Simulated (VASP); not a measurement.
# Ni (Im-3m) in VASP: settings compared

Aim: see how the results for Ni move with the level of theory and the settings. Levels: BLYP, revPBE. Tasks: single point, relaxation of cell and atoms.

All numbers are computed with VASP 6.6.1; they aren't measurements. Logs are shortened: lines on timing, memory, paths and dates and some standing lists are left out, and cuts for length are marked.

### Step 1. The cell of the first run

It takes space group Im-3m (No. 229, cubic). Conventional cell: a = 2.850 Å, b = 2.850 Å, c = 2.850 Å, α = 90.00°, β = 90.00°, γ = 90.00°. Ni (site symmetry m-3m) has 14 Ni at 2.47 to 2.85 Å within 3.3 Å.

### Step 2. Single point, BLYP, collinear spin, ferromagnetic start

INCAR

```
SYSTEM = Ni
  AGGAC = 1.0
  AGGAX = 1.0
  ALDAC = 0.0
  ALDAX = 1.0
  ALGO = Normal
  EDIFF = 1E-6
  ENCUT = 600
  GGA = B5
  GGA_COMPAT = .FALSE.
  ISIF = 2
  ISMEAR = -1
  ISPIN = 2
  LASPH = .TRUE.
  LCHARG = .FALSE.
  LMAXMIX = 4
  LORBIT = 11
  LREAL = .FALSE.
  LWAVE = .FALSE.
  MAGMOM = 1
  NBANDS = 15
  NELM = 200
  PREC = Accurate
  SIGMA = 0.05
```

KPOINTS

```
k-points
0
G
  13 13 13
  0 0 0
```

POSCAR

```
Ni
1.0
   -1.4248626755      1.4248626755      1.4248626755
    1.4248626755     -1.4248626755      1.4248626755
    1.4248626755      1.4248626755     -1.4248626755
Ni
1
Direct
    0.0000000000      0.0000000000      0.0000000000
```

Potentials or basis: VASP PAW PBE potentials, release 64 (Ni).

On the command line:

```sh
$ cat potpaw_PBE.64/Ni/POTCAR > POTCAR
$ mpirun -np 1 vasp_std > vasp.out
```

OUTCAR:

```text
SYSTEM = Ni
   EDIFF = 1E-6
   ENCUT = 600
   GGA = B5
   ISIF = 2
   ISMEAR = -1
   ISPIN = 2
   LASPH = .TRUE.
   LORBIT = 11
   LREAL = .FALSE.
   NELM = 200
   PREC = Accurate

 ion  position               nearest neighbor table
   1  0.000  0.000  0.000-

  LATTYP: Found a body centered cubic cell.
 ALAT       =     2.8497253510

  Lattice vectors:

 A1 = (  -1.4248626755,   1.4248626755,   1.4248626755)
 A2 = (   1.4248626755,  -1.4248626755,   1.4248626755)
 A3 = (   1.4248626755,   1.4248626755,  -1.4248626755)

Analysis of symmetry for initial positions (statically):
=====================================================================
 Subroutine PRICEL returns:
 Original cell was already a primitive cell.

 Routine SETGRP: Setting up the symmetry group for a
 body centered cubic supercell.

 Subroutine GETGRP returns: Found 48 space group operations
 (whereof 48 operations were pure point group operations)
 out of a pool of 48 trial point group operations.

The static configuration has the point symmetry O_h .

Analysis of symmetry for dynamics (positions and initial velocities):
=====================================================================
 Subroutine PRICEL returns:
 Original cell was already a primitive cell.

 Routine SETGRP: Setting up the symmetry group for a
 body centered cubic supercell.

 Subroutine GETGRP returns: Found 48 space group operations
 (whereof 48 operations were pure point group operations)
 out of a pool of 48 trial point group operations.

The dynamic configuration has the point symmetry O_h .

Analysis of structural, dynamic, and magnetic symmetry:
=====================================================================
 Subroutine PRICEL returns:
 Original cell was already a primitive cell.

 Routine SETGRP: Setting up the symmetry group for a
 body centered cubic supercell.

 Subroutine GETGRP returns: Found 48 space group operations
 (whereof 48 operations were pure point group operations)
 out of a pool of 48 trial point group operations.

The overall configuration has the point symmetry O_h .

 Subroutine INISYM returns: Found 48 space group operations
 (whereof 48 operations are pure point group operations),
 and found     1 'primitive' translations

----------------------------------------------------------------------------------------

                                     Primitive cell

  volume of cell :      11.5712

  direct lattice vectors                    reciprocal lattice vectors
    -1.424862676  1.424862676  1.424862676     0.000000000  0.350911010  0.350911010
     1.424862676 -1.424862676  1.424862676     0.350911010  0.000000000  0.350911010
     1.424862676  1.424862676 -1.424862676     0.350911010  0.350911010  0.000000000

  length of vectors
     2.467934548  2.467934548  2.467934548     0.496263109  0.496263109  0.496263109

  position of ions in fractional coordinates (direct lattice)
     0.000000000  0.000000000  0.000000000

  ion indices of the primitive-cell ions
   primitive index   ion index
                 1           1

----------------------------------------------------------------------------------------

 KPOINTS: k-points

Automatic generation of k-mesh.
 Grid dimensions read from file:
 generate k-points for:   13   13   13

 Generating k-lattice:

  Cartesian coordinates                     Fractional coordinates (reciprocal lattice)
     0.000000000  0.026993155  0.026993155     0.076923077  0.000000000  0.000000000
     0.026993155  0.000000000  0.026993155     0.000000000  0.076923077  0.000000000
     0.026993155  0.026993155  0.000000000     0.000000000  0.000000000  0.076923077

  Length of vectors
     0.038174085  0.038174085  0.038174085

  Shift w.r.t. Gamma in fractional coordinates (k-lattice)
     0.000000000  0.000000000  0.000000000

 Subroutine IBZKPT returns following result:
 ===========================================

 Found     84 irreducible k-points:

 Following reciprocal coordinates:
            Coordinates               Weight
  0.000000  0.000000  0.000000      1.000000
  0.076923  0.000000  0.000000     12.000000
  0.153846  0.000000  0.000000     12.000000
  0.230769  0.000000  0.000000     12.000000
  0.307692  0.000000  0.000000     12.000000
  0.384615  0.000000  0.000000     12.000000
[... 16 lines left out ...]
  0.153846  0.076923  0.076923     24.000000
  0.230769  0.076923  0.076923     24.000000
 [... further k-points ...]
   k-points           NKPTS =     84   k-points in BZ     NKDIM =     84   number of bands    NBANDS=     15
   number of dos      NEDOS =    301   number of ions     NIONS =      1
   total plane-waves  NPLWV =   8000
   dimension x,y,z NGX =    20 NGY =   20 NGZ =   20
   dimension x,y,z NGXF=    40 NGYF=   40 NGZF=   40
   ions per type =               1
   NGX,Y,Z   is equivalent  to a cutoff of  13.47, 13.47, 13.47 a.u.
   NGXF,Y,Z  is equivalent  to a cutoff of  26.94, 26.94, 26.94 a.u.
 SYSTEM =  Ni
   PREC   = accura    normal or accurate (medium, high low for compatibility)
   ISTART =      0    job   : 0-new  1-cont  2-samecut
   ICHARG =      2    charge: 1-file 2-atom 10-const
   ISPIN  =      2    spin polarized calculation?
   LNONCOLLINEAR =      F non collinear calculations
   LSORBIT =      F    spin-orbit coupling
   LASPH  =      T    aspherical Exc in radial PAW
   ENCUT  =  600.0 eV  44.10 Ry    6.64 a.u.   4.93  4.93  4.93*2*pi/ulx,y,z
   NELM   =    200;   NELMIN=  2; NELMDL= -5     # of ELM steps
   EDIFF  = 0.1E-05   stopping-criterion for ELM
   LREAL  =      F    real-space projection
   EDIFFG = 0.1E-04   stopping-criterion for IOM
   NSW    =      0    number of steps for IOM
   IBRION =     -1    ionic relax: 0-MD 1-quasi-New 2-CG
   NFREE  =      0    steps in history (QN), initial steepest desc. (CG)
   ISIF   =      2    stress and relaxation
   ISYM   =      2    0-nonsym 1-usesym 2-fastsym
   POTIM  = 0.5000    time-step for ionic-motion
   TEBEG  =    0.0;   TEEND  =   0.0 temperature during run
   PSTRESS=    0.0 pullay stress
   NELECT =      10.0000    total number of electrons
   NUPDOWN=      -1.0000    fix difference up-down
   EMIN   =  10.00;   EMAX   =-10.00  energy-range for DOS
   EFERMI =   0.00;   METHOD = LEGACY
   ISMEAR =    -1;   SIGMA  =   0.05  broadening in eV -4-tet -1-fermi 0-gaus
   EFERMI_NEDOS =   21; number of points for ismear=-14 and -15
   IALGO  =     38    algorithm
   IMIX   =      4    mixing-type and parameters
     AMIX     =   0.40;   BMIX     =  1.00
     AMIX_MAG =   1.60;   BMIX_MAG =  1.00
  volume/ion in A,a.u.               =      11.57        78.09
  Fermi-wavevector in a.u.,A,eV,Ry     =   1.559368  2.946777 33.084296  2.431627
  Thomas-Fermi vector in A             =   2.662736
   LORBIT       =     11    0 simple, 1 ext, 2 COOP (PROOUT), +10 PAW based schemes
   GGA     = B5    functional components
   LHFCALC =     F    Hartree Fock is set to
   AEXX    =    0.0000 exact exchange contribution
   IVDW    =     0    specifies the selected vdW correction
   LEPSILON=     F    determine dielectric tensor
   LRPA    =     F    only Hartree local field effects (RPA)
 spin polarized calculation
  energy-cutoff  :      600.00
  volume of cell :       11.57
 maximum number of plane-waves:       399
   NGX =  9   NGY =  9   NGZ =  9

 number of electron      10.0000004 magnetization       0.5828893

 Free energy of the ion-electron system (eV)
  ---------------------------------------------------
  ext. energy  EPLUGINS =         0.00000000
  ---------------------------------------------------
  free energy    TOTEN  =        -4.52974827 eV

  energy without entropy =       -4.51575314  energy(sigma->0) =       -4.52275070

 E-fermi :   8.8549     XC(G=0): -12.3070

 val. band max:        8.8510890522   @ k =  -0.3077   0.3846   0.0769
 cond. band min:       8.8566847133   @ k =  -0.3846  -0.3846   0.1538
 fundamental gap:      0.0055956611
 Fermi energy:         8.8549066736

 spin component 1

 k-point     1 :       0.0000    0.0000    0.0000
  band No.  band energies     occupation
      1       0.5325      1.00000
      2       6.7020      1.00000
      3       6.7020      1.00000
      4       6.7020      1.00000
      5       8.0107      1.00000
      6       8.0107      1.00000
      7      35.0402      0.00000
      8      35.0402      0.00000
      9      35.0402      0.00000
     10      39.2880      0.00000
     11      39.2880      0.00000
     12      39.2880      0.00000
     13      39.5138      0.00000
     14      39.5138      0.00000
     15      40.7213      0.00000

 k-point     2 :       0.0769    0.0000    0.0000
  band No.  band energies     occupation
      1       0.7665      1.00000
      2       6.6527      1.00000
      3       6.6998      1.00000
      4       6.8038      1.00000
      5       7.9618      1.00000
      6       8.0146      1.00000
      7      32.9884      0.00000
      8      34.4852      0.00000
      9      34.6432      0.00000
     10      37.0273      0.00000
     11      37.3751      0.00000
     12      37.7005      0.00000
     13      40.4794      0.00000
     14      41.5738      0.00000
     15      42.2947      0.00000
[... 365 lines left out ...]
      3       6.3741      1.00000
      4       7.8855      1.00000
      5       7.9302      1.00000
      6       8.0147      1.00000
      7      25.3282      0.00000
      8      27.4584      0.00000
      9      28.5220      0.00000
     10      36.6587      0.00000
     11      39.5624      0.00000
     12      40.2862      0.00000
     13      42.5872      0.00000
     14      43.4052      0.00000
     15      47.2025      0.00000

 k-point    24 :       0.2308    0.0769    0.0769
  band No.  band energies     occupation
      1       4.0382      1.00000
      2       6.0835      1.00000
      3       6.4149      1.00000
      4       7.8927      1.00000
      5       8.0753      1.00000
      6       8.6071      0.99301
      7      21.5334      0.00000
      8      26.2144      0.00000
      9      26.9519      0.00000
     10      36.2037      0.00000
     11      38.9887      0.00000
     12      41.8248      0.00000
     13      43.7900      0.00000
     14      47.0020      0.00000
     15      49.7618      0.00000

 [... further k-points ...]

 spin component 2

 k-point     1 :       0.0000    0.0000    0.0000
  band No.  band energies     occupation
      1       0.5404      1.00000
      2       7.3948      1.00000
      3       7.3948      1.00000
      4       7.3948      1.00000
      5       8.4940      0.99927
      6       8.4941      0.99927
      7      34.9678      0.00000
      8      34.9678      0.00000
      9      34.9678      0.00000
     10      39.4660      0.00000
     11      39.4660      0.00000
     12      39.4660      0.00000
     13      39.4742      0.00000
     14      39.4742      0.00000
     15      40.8970      0.00000

 k-point     2 :       0.0769    0.0000    0.0000
  band No.  band energies     occupation
      1       0.7746      1.00000
      2       7.3417      1.00000
      3       7.3892      1.00000
      4       7.5004      1.00000
      5       8.4433      0.99973
      6       8.4982      0.99920
      7      32.9836      0.00000
      8      34.4298      0.00000
      9      34.6104      0.00000
     10      37.2065      0.00000
     11      37.5081      0.00000
     12      37.7580      0.00000
     13      40.4871      0.00000
     14      41.7139      0.00000
     15      42.3594      0.00000
[... 365 lines left out ...]
      3       6.9932      1.00000
      4       8.3945      0.99990
      5       8.5100      0.99899
      6       8.6466      0.98473
      7      25.4426      0.00000
      8      27.5301      0.00000
      9      28.6676      0.00000
     10      36.6205      0.00000
     11      39.6602      0.00000
     12      40.3414      0.00000
     13      42.6436      0.00000
     14      43.4841      0.00000
     15      47.3489      0.00000

 k-point    24 :       0.2308    0.0769    0.0769
  band No.  band energies     occupation
      1       4.1425      1.00000
      2       6.7179      1.00000
      3       6.9499      1.00000
      4       8.4260      0.99981
      5       8.5716      0.99655
      6       9.3022      0.00013
      7      21.6933      0.00000
      8      26.2909      0.00000
      9      27.0840      0.00000
     10      36.2140      0.00000
     11      39.0817      0.00000
     12      41.8642      0.00000
     13      43.8422      0.00000
     14      47.0656      0.00000
     15      49.8802      0.00000

 [... further k-points ...]
[... 5 lines left out ...]
  --------------------------------------------------------------------------------------
  -------------------------------------------------------------------------------------
  Total       -0.0017568     -0.0017568     -0.0017568     -0.0000000     -0.0000000      0.0000000
  in kB       -0.2432554     -0.2432554     -0.2432554     -0.0000000     -0.0000000      0.0000000
  external PRESSURE =      -0.2432554 kB  Pullay stress =       0.0000000 kB

 VOLUME and BASIS-vectors are now :
 -----------------------------------------------------------------------------
  energy-cutoff  :      600.00
  volume of cell :       11.57
      direct lattice vectors                 reciprocal lattice vectors
    -1.424862676  1.424862676  1.424862676     0.000000000  0.350911010  0.350911010
     1.424862676 -1.424862676  1.424862676     0.350911010  0.000000000  0.350911010
     1.424862676  1.424862676 -1.424862676     0.350911010  0.350911010  0.000000000

 POSITION                                       TOTAL-FORCE (eV/Angst)
 -----------------------------------------------------------------------------------
      0.00000      0.00000      0.00000         0.000000     -0.000000     -0.000000
 -----------------------------------------------------------------------------------
    total drift:                                0.000000     -0.000000      0.000000

  FREE ENERGIE OF THE ION-ELECTRON SYSTEM (eV)
  ---------------------------------------------------
  free  energy   TOTEN  =        -4.5297482670 eV

  energy  without entropy=       -4.5157531429  energy(sigma->0) =       -4.52275070

 total charge

# of ion       s       p       d       tot
------------------------------------------
    1        0.472   0.424   8.364   9.260

 magnetization (x)

# of ion       s       p       d       tot
------------------------------------------
    1       -0.004  -0.014   0.610   0.591
```

Wall time 24 s (1 thread of AMD EPYC 9R45 (Zen 5), shared host); peak memory 0.11 GiB.

What came out:

- Free energy: -4.5297 eV
- Pressure: 0.0 GPa
- Net moment: 0.58 μB per cell
- Site moments: Ni +0.59 μB
- Valence electrons inside the program's atomic spheres: Ni 9.26

Levels at points of the mesh, in eV from the Fermi level:
Spin up:
```csv
k point,band 2,band 3,band 4,band 5,band 6,band 7,band 8,band 9
"(0.00, 0.00, 0.00)",-2.15,-2.15,-2.15,-0.84,-0.84,26.19,26.19,26.19
```
Spin down:
| k point | band 2 | band 3 | band 4 | band 5 | band 6 | band 7 | band 8 | band 9 |
| --- | --- | --- | --- | --- | --- | --- | --- | --- |
| (0.00, 0.00, 0.00) | -1.46 | -1.46 | -1.46 | -0.36 | -0.36 | 26.11 | 26.11 | 26.11 |

Caveat: the PAW data sets were made with another functional, which shifts forces and pressure a little.

(Part 1 of 2 ends here.)
